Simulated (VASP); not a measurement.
# InSb (F-43m) in VASP: further runs

InSb is run at these levels: PBEsol; tasks: electric field gradients.

Program: VASP 6.6.1. These are calculated values, not measurements. Logs are shortened: lines on timing, memory, paths and dates and some standing lists are left out, and cuts for length are marked.

### 1 The cell of the first run

Symmetry: F-43m, No. 216, cubic system. Conventional cell: a = 6.391 Å, b = 6.391 Å, c = 6.391 Å, α = 90.00°, β = 90.00°, γ = 90.00°. Within 3.6 Å of In (site symmetry -43m) lie 4 Sb at 2.77 Å. Sb (site symmetry -43m) has 4 In at 2.77 Å within 3.6 Å.

### 2 Electric field gradients, PBEsol (volume scaled by 0.96)

Contents of INCAR:

```
PREC = Accurate
ENCUT = 520
EDIFF = 1E-8
ISMEAR = -1
SIGMA = 0.05
LREAL = False
LASPH = True
NELM = 60
ALGO = Normal
ISIF = 2
LWAVE = False
LCHARG = False
GGA = PS
LEFG = True
NBANDS = 16
```

Contents of KPOINTS:

```
regular mesh
0
Gamma
  9 9 9
```

Contents of POSCAR:

```
InSb
1.0
    0.0000000000      3.1953230120      3.1953230120
    3.1953230120      0.0000000000      3.1953230120
    3.1953230120      3.1953230120      0.0000000000
In Sb
1 1
Direct
    0.0000000000      0.0000000000      0.0000000000
    0.7500000000      0.7500000000      0.7500000000
```

Potentials or basis: VASP PAW PBE potentials, release 64 (In_d, Sb).

Command:

```console
$ cat potpaw_PBE.64/In_d/POTCAR potpaw_PBE.64/Sb/POTCAR > POTCAR
$ mpirun -np 1 vasp_std > vasp.out
```

OUTCAR:

```text
PREC = Accurate
   ENCUT = 520
   EDIFF = 1E-8
   ISMEAR = -1
   LREAL = False
   LASPH = True
   NELM = 60
   ISIF = 2
   GGA = PS

 ion  position               nearest neighbor table
   1  0.000  0.000  0.000-   2 2.77   2 2.77   2 2.77   2 2.77
   2  0.750  0.750  0.750-   1 2.77   1 2.77   1 2.77   1 2.77

  LATTYP: Found a face centered cubic cell.
 ALAT       =     6.3906460240

  Lattice vectors:

 A1 = (   0.0000000000,   3.1953230120,   3.1953230120)
 A2 = (   3.1953230120,   0.0000000000,   3.1953230120)
 A3 = (   3.1953230120,   3.1953230120,   0.0000000000)

Analysis of symmetry for initial positions (statically):
=====================================================================
 Subroutine PRICEL returns:
 Original cell was already a primitive cell.

 Routine SETGRP: Setting up the symmetry group for a
 face centered cubic supercell.

 Subroutine GETGRP returns: Found 24 space group operations
 (whereof 24 operations were pure point group operations)
 out of a pool of 48 trial point group operations.

The static configuration has the point symmetry T_d .

Analysis of symmetry for dynamics (positions and initial velocities):
=====================================================================
 Subroutine PRICEL returns:
 Original cell was already a primitive cell.

 Routine SETGRP: Setting up the symmetry group for a
 face centered cubic supercell.

 Subroutine GETGRP returns: Found 24 space group operations
 (whereof 24 operations were pure point group operations)
 out of a pool of 48 trial point group operations.

The dynamic configuration has the point symmetry T_d .

 Subroutine INISYM returns: Found 24 space group operations
 (whereof 24 operations are pure point group operations),
 and found     1 'primitive' translations

----------------------------------------------------------------------------------------

                                     Primitive cell

  volume of cell :      65.2491

  direct lattice vectors                    reciprocal lattice vectors
     0.000000000  3.195323012  3.195323012    -0.156478703  0.156478703  0.156478703
     3.195323012  0.000000000  3.195323012     0.156478703 -0.156478703  0.156478703
     3.195323012  3.195323012  0.000000000     0.156478703  0.156478703 -0.156478703

  length of vectors
     4.518869140  4.518869140  4.518869140     0.271029064  0.271029064  0.271029064

  position of ions in fractional coordinates (direct lattice)
     0.000000000  0.000000000  0.000000000
     0.750000000  0.750000000  0.750000000

  ion indices of the primitive-cell ions
   primitive index   ion index
                 1           1
                 2           2

----------------------------------------------------------------------------------------

 KPOINTS: regular mesh

Automatic generation of k-mesh.
 Grid dimensions read from file:
 generate k-points for:    9    9    9

 Generating k-lattice:

  Cartesian coordinates                     Fractional coordinates (reciprocal lattice)
    -0.017386523  0.017386523  0.017386523     0.111111111  0.000000000  0.000000000
     0.017386523 -0.017386523  0.017386523     0.000000000  0.111111111  0.000000000
     0.017386523  0.017386523 -0.017386523     0.000000000  0.000000000  0.111111111

  Length of vectors
     0.030114340  0.030114340  0.030114340

  Shift w.r.t. Gamma in fractional coordinates (k-lattice)
     0.000000000  0.000000000  0.000000000

 Subroutine IBZKPT returns following result:
 ===========================================

 Found     35 irreducible k-points:

 Following reciprocal coordinates:
            Coordinates               Weight
  0.000000  0.000000  0.000000      1.000000
  0.111111  0.000000  0.000000      8.000000
  0.222222  0.000000  0.000000      8.000000
  0.333333  0.000000  0.000000      8.000000
  0.444444  0.000000  0.000000      8.000000
  0.111111  0.111111  0.000000      6.000000
[... 16 lines left out ...]
 -0.333333  0.333333  0.000000     12.000000
  0.444444  0.444444  0.000000      6.000000
 [... further k-points ...]
   k-points           NKPTS =     35   k-points in BZ     NKDIM =     35   number of bands    NBANDS=     16
   number of dos      NEDOS =    301   number of ions     NIONS =      2
   total plane-waves  NPLWV =  46656
   dimension x,y,z NGX =    36 NGY =   36 NGZ =   36
   dimension x,y,z NGXF=    72 NGYF=   72 NGZF=   72
   ions per type =               1   1
   NGX,Y,Z   is equivalent  to a cutoff of  13.24, 13.24, 13.24 a.u.
   NGXF,Y,Z  is equivalent  to a cutoff of  26.49, 26.49, 26.49 a.u.
 SYSTEM =  unknown system
   PREC   = accura    normal or accurate (medium, high low for compatibility)
   ISTART =      0    job   : 0-new  1-cont  2-samecut
   ICHARG =      2    charge: 1-file 2-atom 10-const
   ISPIN  =      1    spin polarized calculation?
   LNONCOLLINEAR =      F non collinear calculations
   LSORBIT =      F    spin-orbit coupling
   LASPH  =      T    aspherical Exc in radial PAW
   ENCUT  =  520.0 eV  38.22 Ry    6.18 a.u.   8.40  8.40  8.40*2*pi/ulx,y,z
   NELM   =     60;   NELMIN=  2; NELMDL= -5     # of ELM steps
   EDIFF  = 0.1E-07   stopping-criterion for ELM
   LREAL  =      F    real-space projection
   EDIFFG = 0.1E-06   stopping-criterion for IOM
   NSW    =      0    number of steps for IOM
   IBRION =     -1    ionic relax: 0-MD 1-quasi-New 2-CG
   NFREE  =      0    steps in history (QN), initial steepest desc. (CG)
   ISIF   =      2    stress and relaxation
   ISYM   =      2    0-nonsym 1-usesym 2-fastsym
   POTIM  = 0.5000    time-step for ionic-motion
   TEBEG  =    0.0;   TEEND  =   0.0 temperature during run
   PSTRESS=    0.0 pullay stress
   NELECT =      18.0000    total number of electrons
   NUPDOWN=      -1.0000    fix difference up-down
   EMIN   =  10.00;   EMAX   =-10.00  energy-range for DOS
   EFERMI =   0.00;   METHOD = LEGACY
   ISMEAR =    -1;   SIGMA  =   0.05  broadening in eV -4-tet -1-fermi 0-gaus
   EFERMI_NEDOS =   21; number of points for ismear=-14 and -15
   IALGO  =     38    algorithm
   IMIX   =      4    mixing-type and parameters
     AMIX     =   0.40;   BMIX     =  1.00
     AMIX_MAG =   1.60;   BMIX_MAG =  1.00
  volume/ion in A,a.u.               =      32.62       220.16
  Fermi-wavevector in a.u.,A,eV,Ry     =   1.065715  2.013909 15.452783  1.135748
  Thomas-Fermi vector in A             =   2.201275
   LORBIT       =      0    0 simple, 1 ext, 2 COOP (PROOUT), +10 PAW based schemes
   GGA     = PS    functional components
   LHFCALC =     F    Hartree Fock is set to
   AEXX    =    0.0000 exact exchange contribution
   IVDW    =     0    specifies the selected vdW correction
   LEPSILON=     F    determine dielectric tensor
   LRPA    =     F    only Hartree local field effects (RPA)
 non-spin polarized calculation
  energy-cutoff  :      520.00
  volume of cell :       65.25
 maximum number of plane-waves:      1807
 NGX is ok and might be reduce to    36
   NGX = 17   NGY = 17   NGZ = 17

 number of electron      18.0000005 magnetization

 Free energy of the ion-electron system (eV)
  ---------------------------------------------------
  ext. energy  EPLUGINS =         0.00000000
  ---------------------------------------------------
  free energy    TOTEN  =        -7.66233558 eV

  energy without entropy =       -7.66191838  energy(sigma->0) =       -7.66212698

 E-fermi :   5.4709     XC(G=0):  -9.0455

 val. band max:        5.4096769475   @ k =   0.0000   0.0000   0.0000
 cond. band min:       5.9720123951   @ k =   0.4444   0.0000   0.0000
 fundamental gap:      0.5623354476
 Fermi energy:         5.4708684519

 k-point     1 :       0.0000    0.0000    0.0000
  band No.  band energies     occupation
      1      -9.2297      2.00000
      2      -9.2297      2.00000
      3      -9.2297      2.00000
      4      -9.1307      2.00000
      5      -9.1307      2.00000
      6      -5.6121      2.00000
[... 8 lines left out ...]
     15      13.7797      0.00000
     16      13.7797      0.00000

 k-point     2 :       0.1111    0.0000    0.0000
  band No.  band energies     occupation
      1      -9.2368      2.00000
      2      -9.2266      2.00000
      3      -9.2266      2.00000
      4      -9.1309      2.00000
      5      -9.1309      2.00000
      6      -5.4922      2.00000
[... 8 lines left out ...]
     15      12.9766      0.00000
     16      12.9766      0.00000
[... 387 lines left out ...]
      5      -9.1290      2.00000
      6      -3.6415      2.00000
[... 8 lines left out ...]
     15      13.2165      0.00000
     16      16.4789      0.00000

 k-point    24 :       0.4444    0.4444    0.0000
  band No.  band energies     occupation
      1      -9.3236      2.00000
      2      -9.1789      2.00000
      3      -9.1789      2.00000
      4      -9.1541      2.00000
      5      -9.1206      2.00000
      6      -3.5959      2.00000
[... 8 lines left out ...]
     15      15.5703      0.00000
     16      16.3829      0.00000

 [... further k-points ...]
[... 5 lines left out ...]
  --------------------------------------------------------------------------------------
  -------------------------------------------------------------------------------------
  Total        1.2130739      1.2130739      1.2130739      0.0000000      0.0000000      0.0000000
  in kB       29.7867794     29.7867794     29.7867794      0.0000000      0.0000000      0.0000000
  external PRESSURE =      29.7867794 kB  Pullay stress =       0.0000000 kB

 VOLUME and BASIS-vectors are now :
 -----------------------------------------------------------------------------
  energy-cutoff  :      520.00
  volume of cell :       65.25
      direct lattice vectors                 reciprocal lattice vectors
     0.000000000  3.195323012  3.195323012    -0.156478703  0.156478703  0.156478703
     3.195323012  0.000000000  3.195323012     0.156478703 -0.156478703  0.156478703
     3.195323012  3.195323012  0.000000000     0.156478703  0.156478703 -0.156478703

 POSITION                                       TOTAL-FORCE (eV/Angst)
 -----------------------------------------------------------------------------------
      0.00000      0.00000      0.00000        -0.000000     -0.000000     -0.000000
      4.79298      4.79298      4.79298         0.000000      0.000000      0.000000
 -----------------------------------------------------------------------------------
    total drift:                                0.000000      0.000000      0.000000

  FREE ENERGIE OF THE ION-ELECTRON SYSTEM (eV)
  ---------------------------------------------------
  free  energy   TOTEN  =        -7.6623355773 eV

  energy  without entropy=       -7.6619183793  energy(sigma->0) =       -7.66212698

 Electric field gradients (V/A^2)
---------------------------------------------------------------------
 ion       V_xx      V_yy      V_zz      V_xy      V_xz      V_yz
---------------------------------------------------------------------
   1      -0.000     0.000    -0.000    -0.000    -0.000    -0.000
   2      -0.000    -0.000     0.000    -0.000    -0.000    -0.000
---------------------------------------------------------------------

 Electric field gradients after diagonalization (V/A^2)
 (convention: |V_zz| > |V_xx| > |V_yy|)
----------------------------------------------------------------------
 ion       V_xx      V_yy      V_zz     asymmetry (V_yy - V_xx)/ V_zz
----------------------------------------------------------------------
   1       0.000     0.000    -0.001       0.000
   2       0.000     0.000    -0.000       0.000
----------------------------------------------------------------------

           NMR quadrupolar parameters

 Cq : quadrupolar parameter    Cq=e*Q*V_zz/h
 eta: asymmetry parameters     (V_yy - V_xx)/ V_zz
 Q  : nuclear electric quadrupole moment in mb (millibarn)
----------------------------------------------------------------------
 ion       Cq(MHz)       eta       Q (mb)
----------------------------------------------------------------------
   1      -0.000       0.000       1.000
   2      -0.000       0.000       1.000
----------------------------------------------------------------------
```

Run time: 46 s. Hardware: 1 thread of AMD EPYC 7R13 (Zen 3), shared host; peak memory 0.19 GiB.

What came out:

| Item | Value |
| --- | --- |
| Free energy | -7.6623 eV |
| Pressure | 3.0 GPa |
| Band gap on the k mesh | zero (filled and empty bands touch) |

Levels at points of the mesh, in eV from the Fermi level:
```
           k point  band 7  band 8  band 9  band 10  band 11  band 12
(0.00, 0.00, 0.00)   -0.08   -0.06   -0.06    -0.06     2.86     2.86
```

Caveat: without QUAD_EFG the Cq values of the log hold for a quadrupole moment of 1 mb, not for the nuclei; the PAW data sets were made with another functional, which shifts forces and pressure a little; spin-orbit coupling is left out, which moves the levels of the heavy elements.

### 3 Electric field gradients, PBEsol (volume scaled by 0.96)

Contents of INCAR:

```
SYSTEM = InSb
PREC = Accurate
ENCUT = 520
EDIFF = 1E-8
ISMEAR = -1
SIGMA = 0.05
LREAL = .FALSE.
LASPH = .TRUE.
NELM = 100
ALGO = Normal
ISIF = 2
LWAVE = .FALSE.
LCHARG = .FALSE.
GGA = PS
LEFG = .TRUE.
NBANDS = 16
```

Contents of KPOINTS:

```
regular mesh
0
G
  9 9 9
  0 0 0
```

POSCAR is that of step 2.

Potentials or basis: VASP PAW PBE potentials, release 64 (In_d, Sb).

Command:

```console
$ cat potpaw_PBE.64/In_d/POTCAR potpaw_PBE.64/Sb/POTCAR > POTCAR
$ mpirun -np 1 vasp_std > vasp.out
```

OUTCAR:

```text
SYSTEM = InSb
   PREC = Accurate
   ENCUT = 520
   EDIFF = 1E-8
   ISMEAR = -1
   LREAL = .FALSE.
   LASPH = .TRUE.
   NELM = 100
   ISIF = 2
   GGA = PS

 ion  position               nearest neighbor table
   1  0.000  0.000  0.000-   2 2.77   2 2.77   2 2.77   2 2.77
   2  0.750  0.750  0.750-   1 2.77   1 2.77   1 2.77   1 2.77

  LATTYP: Found a face centered cubic cell.
 ALAT       =     6.3906460240

  Lattice vectors:

 A1 = (   0.0000000000,   3.1953230120,   3.1953230120)
 A2 = (   3.1953230120,   0.0000000000,   3.1953230120)
[... 668 lines left out ...]
  ---------------------------------------------------
  free  energy   TOTEN  =        -7.6623355773 eV

  energy  without entropy=       -7.6619183793  energy(sigma->0) =       -7.66212698

 Electric field gradients (V/A^2)
---------------------------------------------------------------------
 ion       V_xx      V_yy      V_zz      V_xy      V_xz      V_yz
---------------------------------------------------------------------
   1      -0.000     0.000    -0.000    -0.000    -0.000    -0.000
   2      -0.000    -0.000     0.000    -0.000    -0.000    -0.000
---------------------------------------------------------------------

 Electric field gradients after diagonalization (V/A^2)
 (convention: |V_zz| > |V_xx| > |V_yy|)
----------------------------------------------------------------------
 ion       V_xx      V_yy      V_zz     asymmetry (V_yy - V_xx)/ V_zz
----------------------------------------------------------------------
   1       0.000     0.000    -0.001       0.000
   2       0.000     0.000    -0.000       0.000
----------------------------------------------------------------------

           NMR quadrupolar parameters

 Cq : quadrupolar parameter    Cq=e*Q*V_zz/h
 eta: asymmetry parameters     (V_yy - V_xx)/ V_zz
 Q  : nuclear electric quadrupole moment in mb (millibarn)
----------------------------------------------------------------------
 ion       Cq(MHz)       eta       Q (mb)
----------------------------------------------------------------------
   1      -0.000       0.000       1.000
   2      -0.000       0.000       1.000
----------------------------------------------------------------------
```

OSZICAR:

```text
N       E                     dE             d eps       ncg     rms          rms(c)
DAV:   1     0.114007713169E+03    0.11401E+03   -0.79797E+03  1128   0.113E+03
DAV:   2    -0.524945939007E+00   -0.11453E+03   -0.11054E+03  1328   0.286E+02
DAV:   3    -0.760861787480E+01   -0.70837E+01   -0.70656E+01  1376   0.721E+01
DAV:   4    -0.780772587894E+01   -0.19911E+00   -0.19907E+00  1456   0.139E+01
DAV:   5    -0.781853648559E+01   -0.10811E-01   -0.10810E-01  1680   0.264E+00    0.436E+00
DAV:   6    -0.768921918741E+01    0.12932E+00   -0.17938E-01  1664   0.723E+00    0.247E+00
DAV:   7    -0.766279768997E+01    0.26421E-01   -0.73966E-02  1544   0.288E+00    0.639E-01
DAV:   8    -0.766194468833E+01    0.85300E-03   -0.81787E-03  1456   0.107E+00    0.295E-01
DAV:   9    -0.766235228661E+01   -0.40760E-03   -0.92313E-04  1328   0.252E-01    0.908E-02
DAV:  10    -0.766231747094E+01    0.34816E-04   -0.54903E-05  1376   0.484E-02    0.367E-02
DAV:  11    -0.766233512640E+01   -0.17655E-04   -0.31968E-05  1264   0.433E-02    0.226E-02
DAV:  12    -0.766233584793E+01   -0.72153E-06   -0.11993E-06  1472   0.617E-03    0.607E-03
DAV:  13    -0.766233560847E+01    0.23946E-06   -0.40034E-07  1320   0.469E-03    0.276E-03
DAV:  14    -0.766233557980E+01    0.28673E-07   -0.27142E-08  1600   0.937E-04    0.798E-04
DAV:  15    -0.766233557734E+01    0.24572E-08   -0.32694E-09   976   0.384E-04
   1 F= -.76623356E+01 E0= -.76621270E+01  d E =-.417198E-03
```

stdout:

```text
POSCAR found type information on POSCAR InSb
 POSCAR found :  2 types and       2 ions
 scaLAPACK will be used
 -----------------------------------------------------------------------------
|                                                                             |
|                                                                             |
|     You enforced a specific xc type in the INCAR file but a different       |
|     I HOPE YOU KNOW WHAT YOU ARE DOING!                                     |
|                                                                             |
 -----------------------------------------------------------------------------

 LDA part: xc-table for (Slater+PW92), standard interpolation
 POSCAR, INCAR and KPOINTS ok, starting setup
 FFT: planning ... GRIDC
 FFT: planning ... GRID_SOFT
 FFT: planning ... GRID
 WAVECAR not read
 entering main loop
ion   1

ion   2
```

Wall time 50 s (1 thread of AMD EPYC 7R13 (Zen 3), shared host); peak memory 0.19 GiB.

Results:

| Quantity | Value |
| --- | --- |
| Free energy | -7.6623 eV |
| Pressure | 3.0 GPa |
| Band gap on the k mesh | zero (filled and empty bands touch) |

Levels at points of the mesh, in eV from the Fermi level:
| k point | band 6 | band 7 | band 8 | band 9 | band 10 | band 11 | band 12 | band 13 |
| --- | --- | --- | --- | --- | --- | --- | --- | --- |
| (0.00, 0.00, 0.00) | -11.08 | -0.08 | -0.06 | -0.06 | -0.06 | 2.86 | 2.86 | 2.86 |

Caveat: without QUAD_EFG the Cq values of the log hold for a quadrupole moment of 1 mb, not for the nuclei; the PAW data sets were made with another functional, which shifts forces and pressure a little; spin-orbit coupling is left out, which moves the levels of the heavy elements.

[end of part 1 of 2]
